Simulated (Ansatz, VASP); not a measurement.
Two plane-wave programs on MoS

```
Mo S
1.0
     0.00000    2.67765    2.67765
     2.67765    0.00000    2.67765
     2.67765    2.67765    0.00000
Mo S
1 1
Direct
  0.00000 0.00000 0.00000
  0.25000 0.25000 0.25000
```

Alike in both runs: task single point; functional LDA; k mesh 12 × 12 × 12; occupations gaussian, width 0.05 eV; collinear spin.

|  | VASP | Ansatz |
| --- | --- | --- |
| version | VASP 6.6.1 | Ansatz 0.2.0 |
| potentials or method | VASP PAW LDA potentials, release 64 (Mo_sv, S), cutoff 520 eV | scalar-relativistic, plane waves, PAW |
| valence electrons in the cell | 20 | 20 |

```csv
,VASP,Ansatz,Ansatz less VASP
gap on the k mesh at the Fermi level (eV),none,none,-
pressure (GPa),-8.4,-8.7,-0.30
net moment per atom (μB),0.00,0.00,0.000
```

LDA's correlation is that of Perdew and Zunger in VASP and of Perdew and Wang (1992) in Ansatz. A gap of «none» marks a metal or a gap that the smearing closes. Ansatz's warnings: seeded moment not kept.
